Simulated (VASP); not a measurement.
# Mn (P6_3/mmc) in VASP: relaxation of cell and atoms with r2SCAN

Aim: the relaxation of cell and atoms of Mn with r2SCAN.

All numbers are computed with VASP 6.6.1; they aren't measurements. Logs are shortened: lines on timing, memory, paths and dates and some standing lists are left out, and cuts for length are marked.

### 1 The cell of the first run

The structure is hexagonal, space group P6_3/mmc (No. 194). The conventional cell has a = 2.484 Å, b = 2.484 Å, c = 4.026 Å, α = 90.00°, β = 90.00°, γ = 120.00°. Within 3.3 Å of Mn (site symmetry -6m2) lie 12 Mn at 2.47 to 2.48 Å.

This isn't the form of Mn at room conditions, which is a 58-atom cubic cell.

### 2 Relaxation of cell and atoms, r2SCAN, collinear spin, ferromagnetic start

Contents of POSCAR:

```
Mn
1.0
    2.4836457705      0.0000000000      0.0000000000
   -1.2418228852      2.1509003313      0.0000000000
    0.0000000000      0.0000000000      4.0261950000
Mn
2
Direct
    0.6666666700      0.3333333300      0.7500000000
    0.3333333300      0.6666666700      0.2500000000
```

Contents of INCAR.step1:

```
ALGO = Normal ; EDIFF = 1E-4
ENCUT = 600 ; GGA = PE
ISMEAR = 0 ; ISPIN = 2
LASPH = T ; LCHARG = F
LMAXMIX = 4 ; LREAL = F
LWAVE = T ; MAGMOM = 0.2 0.2
NELM = 150 ; PREC = Accurate
SIGMA = 0.1
```

Contents of INCAR.step2:

```
ALGO = Normal ; EDIFF = 1E-6
EDIFFG = -0.05 ; ENCUT = 600
IBRION = 2 ; ISIF = 3
ISMEAR = 0 ; ISPIN = 2
ISTART = 1 ; LASPH = T
LCHARG = F ; LMAXMIX = 4
LMIXTAU = T ; LORBIT = 11
LREAL = F ; LWAVE = F
MAGMOM = 0.2 0.2 ; METAGGA = R2SCAN
NELM = 150 ; NSW = 100
PREC = Accurate ; SIGMA = 0.1
```

Contents of KPOINTS:

```
k-points
0
Gamma
  9 9 6
```

Potentials or basis: VASP PAW PBE potentials, release 64 (Mn_pv).

Launch:

```console
cat potpaw_PBE.64/Mn_pv/POTCAR > POTCAR
cp INCAR.step1 INCAR
mpirun -np 1 vasp_std > vasp.out
cp INCAR.step2 INCAR
mpirun -np 1 vasp_std > vasp.out
```

OUTCAR:

```text
EDIFF = 1E-6
   EDIFFG = -0.05
   ENCUT = 600
   IBRION = 2
   ISIF = 3
   ISMEAR = 0
   ISPIN = 2
   ISTART = 1
   LASPH = T
   LORBIT = 11
   LREAL = F
   METAGGA = R2SCAN
   NELM = 150
   NSW = 100
   PREC = Accurate

 ion  position               nearest neighbor table
   1  0.667  0.333  0.750-   2 2.47   2 2.47   2 2.47   2 2.47   2 2.47   2 2.47
   2  0.333  0.667  0.250-   1 2.47   1 2.47   1 2.47   1 2.47   1 2.47   1 2.47

  LATTYP: Found a hexagonal cell.
 ALAT       =     2.4836457705
 C/A-ratio  =     1.6210826229

  Lattice vectors:

 A1 = (   2.4836457705,   0.0000000000,   0.0000000000)
 A2 = (  -1.2418228852,   2.1509003313,   0.0000000000)
 A3 = (   0.0000000000,   0.0000000000,   4.0261950000)

Analysis of symmetry for initial positions (statically):
=====================================================================
 Subroutine PRICEL returns:
 Original cell was already a primitive cell.

 Routine SETGRP: Setting up the symmetry group for a
 hexagonal supercell.

 Subroutine GETGRP returns: Found 24 space group operations
 (whereof 12 operations were pure point group operations)
 out of a pool of 24 trial point group operations.

The static configuration has the point symmetry D_3d.
 The point group associated with its full space group is D_6h.

Analysis of symmetry for dynamics (positions and initial velocities):
=====================================================================
 Subroutine PRICEL returns:
 Original cell was already a primitive cell.

 Routine SETGRP: Setting up the symmetry group for a
 hexagonal supercell.

 Subroutine GETGRP returns: Found 24 space group operations
 (whereof 12 operations were pure point group operations)
 out of a pool of 24 trial point group operations.

The dynamic configuration has the point symmetry D_3d.
 The point group associated with its full space group is D_6h.

Analysis of structural, dynamic, and magnetic symmetry:
=====================================================================
 Subroutine PRICEL returns:
 Original cell was already a primitive cell.

 Routine SETGRP: Setting up the symmetry group for a
 hexagonal supercell.

 Subroutine GETGRP returns: Found 24 space group operations
 (whereof 12 operations were pure point group operations)
 out of a pool of 24 trial point group operations.

The overall configuration has the point symmetry D_3d.
 The point group associated with its full space group is D_6h.

 Subroutine INISYM returns: Found 24 space group operations
 (whereof 12 operations are pure point group operations),
 and found     1 'primitive' translations

----------------------------------------------------------------------------------------

                                     Primitive cell

  volume of cell :      21.5082

  direct lattice vectors                    reciprocal lattice vectors
     2.483645770  0.000000000  0.000000000     0.402633907  0.232460795  0.000000000
    -1.241822885  2.150900331  0.000000000     0.000000000  0.464921589  0.000000000
     0.000000000  0.000000000  4.026195000     0.000000000  0.000000000  0.248373464

  length of vectors
     2.483645770  2.483645771  4.026195000     0.464921589  0.464921589  0.248373464

  position of ions in fractional coordinates (direct lattice)
     0.666666670  0.333333330  0.750000000
     0.333333330  0.666666670  0.250000000

  ion indices of the primitive-cell ions
   primitive index   ion index
                 1           1
                 2           2

----------------------------------------------------------------------------------------

 KPOINTS: k-points

Automatic generation of k-mesh.
 Grid dimensions read from file:
 generate k-points for:    9    9    6

 Generating k-lattice:

  Cartesian coordinates                     Fractional coordinates (reciprocal lattice)
     0.044737101  0.025828977  0.000000000     0.111111111  0.000000000  0.000000000
     0.000000000  0.051657954  0.000000000     0.000000000  0.111111111  0.000000000
     0.000000000  0.000000000  0.041395577     0.000000000  0.000000000  0.166666667

  Length of vectors
     0.051657954  0.051657954  0.041395577

  Shift w.r.t. Gamma in fractional coordinates (k-lattice)
     0.000000000  0.000000000  0.000000000

 Subroutine IBZKPT returns following result:
 ===========================================

 Found     48 irreducible k-points:

 Following reciprocal coordinates:
            Coordinates               Weight
  0.000000  0.000000  0.000000      1.000000
  0.111111  0.000000  0.000000      6.000000
  0.222222  0.000000  0.000000      6.000000
  0.333333  0.000000  0.000000      6.000000
  0.444444  0.000000  0.000000      6.000000
  0.111111  0.111111  0.000000      6.000000
[... 16 lines left out ...]
  0.333333  0.222222  0.166667     24.000000
  0.333333  0.333333  0.166667      4.000000
 [... further k-points ...]
   k-points           NKPTS =     48   k-points in BZ     NKDIM =     48   number of bands    NBANDS=     17
   number of dos      NEDOS =    301   number of ions     NIONS =      2
   total plane-waves  NPLWV =  12800
   dimension x,y,z NGX =    20 NGY =   20 NGZ =   32
   dimension x,y,z NGXF=    40 NGYF=   40 NGZF=   64
   ions per type =               2
   NGX,Y,Z   is equivalent  to a cutoff of  13.39, 13.39, 13.21 a.u.
   NGXF,Y,Z  is equivalent  to a cutoff of  26.77, 26.77, 26.43 a.u.
 SYSTEM =  unknown system
   PREC   = accura    normal or accurate (medium, high low for compatibility)
   ISTART =      1    job   : 0-new  1-cont  2-samecut
   ICHARG =      0    charge: 1-file 2-atom 10-const
   ISPIN  =      2    spin polarized calculation?
   LNONCOLLINEAR =      F non collinear calculations
   LSORBIT =      F    spin-orbit coupling
   LASPH  =      T    aspherical Exc in radial PAW
   ENCUT  =  600.0 eV  44.10 Ry    6.64 a.u.   4.96  4.96  8.04*2*pi/ulx,y,z
   NELM   =    150;   NELMIN=  2; NELMDL=  0     # of ELM steps
   EDIFF  = 0.1E-05   stopping-criterion for ELM
   LREAL  =      F    real-space projection
   EDIFFG = -.5E-01   stopping-criterion for IOM
   NSW    =    100    number of steps for IOM
   IBRION =      2    ionic relax: 0-MD 1-quasi-New 2-CG
   NFREE  =      1    steps in history (QN), initial steepest desc. (CG)
   ISIF   =      3    stress and relaxation
   ISYM   =      2    0-nonsym 1-usesym 2-fastsym
   POTIM  = 0.5000    time-step for ionic-motion
   TEBEG  =    0.0;   TEEND  =   0.0 temperature during run
   PSTRESS=    0.0 pullay stress
   NELECT =      26.0000    total number of electrons
   NUPDOWN=      -1.0000    fix difference up-down
   EMIN   =  10.00;   EMAX   =-10.00  energy-range for DOS
   EFERMI =   0.00;   METHOD = LEGACY
   ISMEAR =     0;   SIGMA  =   0.10  broadening in eV -4-tet -1-fermi 0-gaus
   EFERMI_NEDOS =   21; number of points for ismear=-14 and -15
   IALGO  =     38    algorithm
   IMIX   =      4    mixing-type and parameters
     AMIX     =   0.40;   BMIX     =  1.00
     AMIX_MAG =   1.60;   BMIX_MAG =  1.00
  volume/ion in A,a.u.               =      10.75        72.57
  Fermi-wavevector in a.u.,A,eV,Ry     =   1.743938  3.295565 41.379665  3.041320
  Thomas-Fermi vector in A             =   2.815914
   LORBIT       =     11    0 simple, 1 ext, 2 COOP (PROOUT), +10 PAW based schemes
   METAGGA = R2SCAN    functional components
   LHFCALC =     F    Hartree Fock is set to
   AEXX    =    0.0000 exact exchange contribution
   IVDW    =     0    specifies the selected vdW correction
   LEPSILON=     F    determine dielectric tensor
   LRPA    =     F    only Hartree local field effects (RPA)
 conjugate gradient relaxation of ions
 spin polarized calculation
 Gauss-broadening in eV      SIGMA  =   0.10
  energy-cutoff  :      600.00
  volume of cell :       21.51
 maximum number of plane-waves:       756
 NGX is ok and might be reduce to    20
   NGX =  9   NGY =  9   NGZ = 17

--------------------------------------- Ionic step        1  -------------------------------------------

 number of electron      26.0000023 magnetization      -0.0002507

 Free energy of the ion-electron system (eV)
  ---------------------------------------------------
  ext. energy  EPLUGINS =         0.00000000
  ---------------------------------------------------
  free energy    TOTEN  =       -28.51607560 eV

  energy without entropy =      -28.50203645  energy(sigma->0) =      -28.50905603

------------------------ aborting loop because EDIFF is reached ----------------------------------------

  FORCE on cell =-STRESS in cart. coord.  units (eV):
  Direction    XX          YY          ZZ          XY          YZ          ZX
  --------------------------------------------------------------------------------------
  -------------------------------------------------------------------------------------
  Total       -1.2626982     -1.2626982     -1.1392590     -0.0000000      0.0000000      0.0000000
  in kB      -94.0600907    -94.0600907    -84.8649389     -0.0000000      0.0000000      0.0000000
  external PRESSURE =     -90.9950401 kB  Pullay stress =       0.0000000 kB

 VOLUME and BASIS-vectors are now :
 -----------------------------------------------------------------------------
  energy-cutoff  :      600.00
  volume of cell :       21.51
      direct lattice vectors                 reciprocal lattice vectors
     2.483645770  0.000000000  0.000000000     0.402633907  0.232460795  0.000000000
    -1.241822885  2.150900331  0.000000000     0.000000000  0.464921589  0.000000000
     0.000000000  0.000000000  4.026195000     0.000000000  0.000000000  0.248373464
[... 44 lines left out ...]
  FREE ENERGIE OF THE ION-ELECTRON SYSTEM (eV)
  ---------------------------------------------------
  free  energy   TOTEN  =       -28.4628960231 eV

  energy  without entropy=      -28.4505948928  energy(sigma->0) =      -28.45674546

--------------------------------------- Ionic step        3  -------------------------------------------

 number of electron      26.0000014 magnetization      -0.0000017

 number of electron      26.0000014 magnetization       0.0000001

 Free energy of the ion-electron system (eV)
  ---------------------------------------------------
  ext. energy  EPLUGINS =         0.00000000
  ---------------------------------------------------
  free energy    TOTEN  =       -28.53516109 eV

  energy without entropy =      -28.52179595  energy(sigma->0) =      -28.52847852

 E-fermi :  10.6753     XC(G=0): -15.6146

 val. band max:       10.6696079351   @ k =   0.1111   0.0000   0.0000
 cond. band min:      10.6755148003   @ k =   0.2222   0.1111   0.5000
 fundamental gap:      0.0059068652
 Fermi energy:        10.6752798949

 spin component 1

 k-point     1 :       0.0000    0.0000    0.0000
  band No.  band energies     occupation
      1     -39.4750      1.00000
      2     -38.7043      1.00000
      3     -38.7043      1.00000
      4     -38.5896      1.00000
      5     -38.5875      1.00000
      6     -38.5875      1.00000
[... 9 lines left out ...]
     16      11.2596      0.00000
     17      12.4308      0.00000
[... 441 lines left out ...]
 k-point    24 :       0.3333    0.3333    0.1667
  band No.  band energies     occupation
      1     -39.2130      1.00000
      2     -39.1681      1.00000
      3     -39.1681      1.00000
      4     -38.9786      1.00000
      5     -38.8576      1.00000
      6     -38.8576      1.00000
[... 9 lines left out ...]
     16      12.2845      0.00000
     17      18.0391      0.00000

 [... further k-points ...]

 spin component 2

 k-point     1 :       0.0000    0.0000    0.0000
  band No.  band energies     occupation
      1     -39.4750      1.00000
      2     -38.7043      1.00000
      3     -38.7043      1.00000
      4     -38.5896      1.00000
      5     -38.5875      1.00000
      6     -38.5875      1.00000
[... 9 lines left out ...]
     16      11.2596      0.00000
     17      12.4308      0.00000
[... 482 lines left out ...]
 POSITION                                       TOTAL-FORCE (eV/Angst)
 -----------------------------------------------------------------------------------
      1.22885      0.70947      2.99118         0.000000      0.000000      0.000000
     -0.00000      1.41895      0.99706        -0.000000     -0.000000      0.000000
 -----------------------------------------------------------------------------------
    total drift:                               -0.000002      0.000001     -0.000000

  FREE ENERGIE OF THE ION-ELECTRON SYSTEM (eV)
  ---------------------------------------------------
  free  energy   TOTEN  =       -28.5351610859 eV

  energy  without entropy=      -28.5217959527  energy(sigma->0) =      -28.52847852

 reached required accuracy - stopping structural energy minimisation

 total charge

# of ion       s       p       d       tot
------------------------------------------
    1        0.476   6.436   5.162  12.074
    2        0.476   6.436   5.162  12.074
--------------------------------------------------
tot          0.951  12.873  10.324  24.148

 magnetization (x)

# of ion       s       p       d       tot
------------------------------------------
    1       -0.000   0.000   0.000   0.000
    2       -0.000   0.000   0.000   0.000
--------------------------------------------------
tot         -0.000   0.000   0.000   0.000
```

Run time: 3.5 min. Hardware: 1 thread of Intel Xeon 6975P-C (Granite Rapids), shared host; peak memory 0.17 GiB.

Results:

- Free energy: -28.5352 eV
- Relaxed volume: 10.43 Å³/atom
- Relaxed cell: a = 2.458 Å, b = 2.458 Å, c = 3.988 Å, α = 90.00°, β = 90.00°, γ = 120.00°
- Space group after relaxing (to 0.1 Å): P6_3/mmc (No. 194)
- Energy gained by relaxing: 9.5 meV/atom
- Ionic steps: 3
- Pressure after relaxing: -0.3 GPa
- Band gap on the k mesh: zero (filled and empty bands overlap)
- Net moment: 0.00 μB per cell
- Valence electrons inside the program's atomic spheres: Mn 12.07

Stress tensor (GPa, compression positive):
```
-0.49  0.00  0.00
 0.00 -0.49  0.00
 0.00  0.00  0.00
```

Step by step:
| step | energy change (eV) | largest force (eV/Å) | pressure (GPa) | volume (Å³) |
| --- | --- | --- | --- | --- |
| 1 | 0.0000 | 0.0000 | -9.10 | 21.51 |
| 2 | 0.0532 | 0.0000 | 20.46 | 19.66 |
| 3 | -0.0191 | 0.0000 | -0.33 | 20.86 |

Final structure:
```xyz
2
Lattice="2.4577 0.0000 0.0000 -1.2288 2.1284 0.0000 0.0000 0.0000 3.9882" Properties=species:S:1:pos:R:3 pbc="T T T"
Mn    1.2288    0.7095    2.9912
Mn    0.0000    1.4189    0.9971
```

Caveat: the PAW data sets were made with another functional, which shifts forces and pressure a little.
